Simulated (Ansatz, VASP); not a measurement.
# Zr: VASP beside Ansatz

```
Zr
1.0
     3.19248    0.00000    0.00000
    -1.59624    2.76477    0.00000
     0.00000    0.00000    5.09174
Zr
2
Cartesian
  0.0000 1.8432 3.8188
  1.5962 0.9216 1.2729
```

Alike in both runs: functional PBEsol; k mesh 12 × 12 × 8; occupations gaussian, width 0.05 eV; no spin polarisation.

Ansatz relaxed the structure, and its values are those at the end. VASP's run is a single point on that final structure, the one shown.

```csv
,VASP,Ansatz
version,VASP 6.6.1,Ansatz 0.2.0
potentials or method,"VASP PAW PBE potentials, release 64 (Zr_sv), cutoff 520 eV","scalar-relativistic, plane waves, PAW"
valence electrons in the cell,24,24
```

```csv
,VASP,Ansatz,Ansatz less VASP
gap on the k mesh at the Fermi level (eV),none,none,-
pressure (GPa),0.1,0.0,-0.06
```

VASP's potentials were made for PBE, not for PBEsol. A gap of «none» marks a metal or a gap that the smearing closes.
